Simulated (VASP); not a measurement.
# Mo (Im-3m) in VASP: further runs, part 2 of 2

VASP 6.6.1. The steps go on from the part before.

## 3. Single point, RPBE+U, collinear spin

The input, INCAR:

```
PREC = Accurate
ENCUT = 520
EDIFF = 1E-6
ISMEAR = 1
SIGMA = 0.15
LREAL = F
LASPH = T
NELM = 150
ALGO = Fast
ISIF = 2
LWAVE = F
LCHARG = F
ISPIN = 2
MAGMOM = -0.18
LORBIT = 11
LMAXMIX = 4
LDAU = T
LDAUTYPE = 2
LDAUL = 2
LDAUU = 1
LDAUJ = 0
LDAUPRINT = 1
GGA = RP
NBANDS = 17
```

The input, KPOINTS:

```
regular mesh
0
Gamma
  12 12 12
```

The input, POSCAR:

```
Mo
1.0
   -1.5838089719      1.5838089719      1.5838089719
    1.5838089719     -1.5838089719      1.5838089719
    1.5838089719      1.5838089719     -1.5838089719
Mo
1
Direct
    0.0000000000      0.0000000000      0.0000000000
```

Potentials or basis: VASP PAW PBE potentials, release 64 (Mo_sv).

On the command line:

```
$ cat potpaw_PBE.64/Mo_sv/POTCAR > POTCAR
$ mpirun -np 1 vasp_std > vasp.out
```

OUTCAR:

```text
PREC = Accurate
   ENCUT = 520
   EDIFF = 1E-6
   ISMEAR = 1
   LREAL = F
   LASPH = T
   NELM = 150
   ISIF = 2
   ISPIN = 2
   LORBIT = 11
   GGA = RP

 ion  position               nearest neighbor table
   1  0.000  0.000  0.000-

  LATTYP: Found a body centered cubic cell.
 ALAT       =     3.1676179438

  Lattice vectors:

 A1 = (  -1.5838089719,   1.5838089719,   1.5838089719)
 A2 = (   1.5838089719,  -1.5838089719,   1.5838089719)
 A3 = (   1.5838089719,   1.5838089719,  -1.5838089719)

Analysis of symmetry for initial positions (statically):
=====================================================================
 Subroutine PRICEL returns:
 Original cell was already a primitive cell.

 Routine SETGRP: Setting up the symmetry group for a
 body centered cubic supercell.

 Subroutine GETGRP returns: Found 48 space group operations
 (whereof 48 operations were pure point group operations)
 out of a pool of 48 trial point group operations.

The static configuration has the point symmetry O_h .

Analysis of symmetry for dynamics (positions and initial velocities):
=====================================================================
 Subroutine PRICEL returns:
 Original cell was already a primitive cell.

 Routine SETGRP: Setting up the symmetry group for a
 body centered cubic supercell.

 Subroutine GETGRP returns: Found 48 space group operations
 (whereof 48 operations were pure point group operations)
 out of a pool of 48 trial point group operations.

The dynamic configuration has the point symmetry O_h .

Analysis of structural, dynamic, and magnetic symmetry:
=====================================================================
 Subroutine PRICEL returns:
 Original cell was already a primitive cell.

 Routine SETGRP: Setting up the symmetry group for a
 body centered cubic supercell.

 Subroutine GETGRP returns: Found 48 space group operations
 (whereof 48 operations were pure point group operations)
 out of a pool of 48 trial point group operations.

The overall configuration has the point symmetry O_h .

 Subroutine INISYM returns: Found 48 space group operations
 (whereof 48 operations are pure point group operations),
 and found     1 'primitive' translations

----------------------------------------------------------------------------------------

                                     Primitive cell

  volume of cell :      15.8916

  direct lattice vectors                    reciprocal lattice vectors
    -1.583808972  1.583808972  1.583808972     0.000000000  0.315694638  0.315694638
     1.583808972 -1.583808972  1.583808972     0.315694638  0.000000000  0.315694638
     1.583808972  1.583808972 -1.583808972     0.315694638  0.315694638  0.000000000

  length of vectors
     2.743237609  2.743237609  2.743237609     0.446459639  0.446459639  0.446459639

[... 101 lines left out ...]
  Thomas-Fermi vector in A             =   2.671271
   LORBIT       =     11    0 simple, 1 ext, 2 COOP (PROOUT), +10 PAW based schemes
 LDA+U is selected, type is set to LDAUTYPE =  2
   angular momentum for each species LDAUL =     2
   U (eV)           for each species LDAUU =   1.0
   J (eV)           for each species LDAUJ =   0.0
   GGA     = RP    functional components
   LHFCALC =     F    Hartree Fock is set to
   AEXX    =    0.0000 exact exchange contribution
   IVDW    =     0    specifies the selected vdW correction
   LEPSILON=     F    determine dielectric tensor
   LRPA    =     F    only Hartree local field effects (RPA)
 spin polarized calculation
 RMM-DIIS sequential band-by-band and
 Methfessel and Paxton  Order N= 1 SIGMA  =   0.15
  energy-cutoff  :      520.00
  volume of cell :       15.89
 maximum number of plane-waves:       442
   NGX = 11   NGY = 11   NGZ = 11

 number of electron      14.0000005 magnetization       0.0012919

atom =   1  type =  1  l = 2

 onsite density matrix

spin component  1

  0.4546  0.0000 -0.0000  0.0000 -0.0000
  0.0000  0.4546  0.0000 -0.0000 -0.0000
 -0.0000  0.0000  0.2971  0.0000 -0.0000
  0.0000 -0.0000  0.0000  0.4546 -0.0000
 -0.0000 -0.0000 -0.0000 -0.0000  0.2971

spin component  2

  0.4545  0.0000 -0.0000  0.0000 -0.0000
  0.0000  0.4545  0.0000 -0.0000 -0.0000
 -0.0000  0.0000  0.2972  0.0000 -0.0000
  0.0000 -0.0000  0.0000  0.4545 -0.0000
 -0.0000 -0.0000 -0.0000 -0.0000  0.2972

 occupancies and eigenvectors

  o =  0.2971  v =  0.0000  0.0000 -1.0000  0.0000 -0.0053  0.0000  0.0000  0.0000  0.0000  0.0000      0.0000  0.0000  0.0000  0.0000  0.0000  0.0000  0.0000  0.0000  0.0000  0.0000
  o =  0.2971  v =  0.0000  0.0000 -0.0053  0.0000  1.0000  0.0000  0.0000  0.0000  0.0000  0.0000      0.0000  0.0000  0.0000  0.0000  0.0000  0.0000  0.0000  0.0000  0.0000  0.0000
  o =  0.2972  v =  0.0000  0.0000  0.0000  0.0000  0.0000  0.0000 -0.0000  0.9997 -0.0000  0.0251      0.0000  0.0000  0.0000  0.0000  0.0000  0.0000  0.0000  0.0000  0.0000  0.0000
  o =  0.2972  v =  0.0000  0.0000  0.0000  0.0000  0.0000  0.0000 -0.0000  0.0251 -0.0000 -0.9997      0.0000  0.0000  0.0000  0.0000  0.0000  0.0000  0.0000  0.0000  0.0000  0.0000
  o =  0.4545  v =  0.0000  0.0000  0.0000  0.0000  0.0000  0.0000  0.9701  0.0000  0.2426 -0.0000      0.0000  0.0000  0.0000  0.0000  0.0000  0.0000  0.0000  0.0000  0.0000  0.0000
  o =  0.4545  v =  0.0000  0.0000  0.0000  0.0000  0.0000  0.0000 -0.2426  0.0000  0.9701 -0.0000      0.0000  0.0000  0.0000  0.0000  0.0000  0.0000  0.0000  0.0000  0.0000  0.0000
  o =  0.4545  v =  0.0000  0.0000  0.0000  0.0000  0.0000  1.0000  0.0000  0.0000  0.0000  0.0000      0.0000  0.0000  0.0000  0.0000  0.0000  0.0000  0.0000  0.0000  0.0000  0.0000
  o =  0.4546  v =  0.0000 -0.9842 -0.0000 -0.1770  0.0000  0.0000  0.0000  0.0000  0.0000  0.0000      0.0000  0.0000  0.0000  0.0000  0.0000  0.0000  0.0000  0.0000  0.0000  0.0000
  o =  0.4546  v =  0.0000  0.1770  0.0000 -0.9842 -0.0000  0.0000  0.0000  0.0000  0.0000  0.0000      0.0000  0.0000  0.0000  0.0000  0.0000  0.0000  0.0000  0.0000  0.0000  0.0000
  o =  0.4546  v =  1.0000  0.0000  0.0000  0.0000  0.0000  0.0000  0.0000  0.0000  0.0000  0.0000      0.0000  0.0000  0.0000  0.0000  0.0000  0.0000  0.0000  0.0000  0.0000  0.0000

 number of electron      14.0000005 magnetization      -0.0000039

 Free energy of the ion-electron system (eV)
  ---------------------------------------------------
  ext. energy  EPLUGINS =         0.00000000
  ---------------------------------------------------
  free energy    TOTEN  =        -9.21016416 eV

  energy without entropy =       -9.20967825  energy(sigma->0) =       -9.21000219

 E-fermi :  12.4431     XC(G=0): -13.2343

 val. band max:       12.4406711962   @ k =  -0.3333   0.3333   0.2500
 cond. band min:      12.6595567593   @ k =  -0.3333   0.3333   0.1667
 fundamental gap:      0.2188855632
 Fermi energy:        12.4430966194

 spin component 1

 k-point     1 :       0.0000    0.0000    0.0000
  band No.  band energies     occupation
      1     -48.9163      1.00000
      2     -22.2186      1.00000
      3     -22.2186      1.00000
      4     -22.2186      1.00000
      5       5.2368      1.00000
      6      11.1015      1.00000
[... 943 lines left out ...]
      6       9.1001      1.00000
[... 9 lines left out ...]
     16      39.3301      0.00000
     17      40.7180      0.00000

 [... further k-points ...]

------------------------ aborting loop because EDIFF is reached ----------------------------------------

  FORCE on cell =-STRESS in cart. coord.  units (eV):
  Direction    XX          YY          ZZ          XY          YZ          ZX
  --------------------------------------------------------------------------------------
  -------------------------------------------------------------------------------------
  Total        0.4002279      0.4002279      0.4002279      0.0000000      0.0000000      0.0000000
  in kB       40.3505542     40.3505542     40.3505542      0.0000000      0.0000000      0.0000000
  external PRESSURE =      40.3505542 kB  Pullay stress =       0.0000000 kB

 VOLUME and BASIS-vectors are now :
 -----------------------------------------------------------------------------
  energy-cutoff  :      520.00
  volume of cell :       15.89
      direct lattice vectors                 reciprocal lattice vectors
    -1.583808972  1.583808972  1.583808972     0.000000000  0.315694638  0.315694638
     1.583808972 -1.583808972  1.583808972     0.315694638  0.000000000  0.315694638
     1.583808972  1.583808972 -1.583808972     0.315694638  0.315694638  0.000000000

 POSITION                                       TOTAL-FORCE (eV/Angst)
 -----------------------------------------------------------------------------------
      0.00000      0.00000      0.00000         0.000000      0.000000     -0.000000
 -----------------------------------------------------------------------------------
    total drift:                                0.000000     -0.000000      0.000000

  FREE ENERGIE OF THE ION-ELECTRON SYSTEM (eV)
  ---------------------------------------------------
  free  energy   TOTEN  =        -9.2101641563 eV

  energy  without entropy=       -9.2096782514  energy(sigma->0) =       -9.21000219

 total charge

# of ion       s       p       d       tot
------------------------------------------
    1        2.378   6.205   3.865  12.447

 magnetization (x)

# of ion       s       p       d       tot
------------------------------------------
    1        0.000   0.000  -0.000   0.000
```

Run time: 20 s. Hardware: 1 thread of Intel Xeon Platinum 8488C (Sapphire Rapids), shared host; peak memory 0.15 GiB.

What came out:

```yaml
Free_energy: -9.2102 eV
Pressure: 4.0 GPa
Band_gap_on_the_k_mesh: zero (filled and empty bands overlap)
Net_moment: 0.00 μB per cell
Valence_electrons_inside_the_program's_atomic_spheres: Mo 12.45
```

Levels at points of the mesh, in eV from the Fermi level:
Spin up:
```csv
k point,band 5,band 6,band 7,band 8,band 9,band 10
"(0.00, 0.00, 0.00)",-7.21,-1.34,-1.34,-1.34,1.77,1.77
"(0.50, 0.00, 0.00)",-5.20,-3.33,1.52,1.74,2.41,4.60
"(0.50, 0.50, 0.50)",-5.20,-5.20,3.86,3.86,3.86,8.90
```
Spin down:
```tsv
k point	band 4	band 5	band 6	band 7	band 8	band 9	band 10	band 11
(0.00, 0.00, 0.00)	-34.66	-7.21	-1.34	-1.34	-1.34	1.77	1.77	14.76
(0.50, 0.00, 0.00)	-34.67	-5.20	-3.33	1.52	1.74	2.41	4.60	11.39
(0.50, 0.50, 0.50)	-35.58	-5.20	-5.20	3.86	3.86	3.86	8.90	8.90
```

Eigenvalues of the final occupation matrices:
```tsv
site	spin	trace	eigenvalues
site 1 d	1	1.96	0.30 0.30 0.45 0.45 0.45
site 1 d	2	1.96	0.30 0.30 0.45 0.45 0.45
```

Caveat: the cell stands under pressure; the PAW data sets were made with another functional, which shifts forces and pressure a little; the U is typed as a test and isn't derived for this compound.
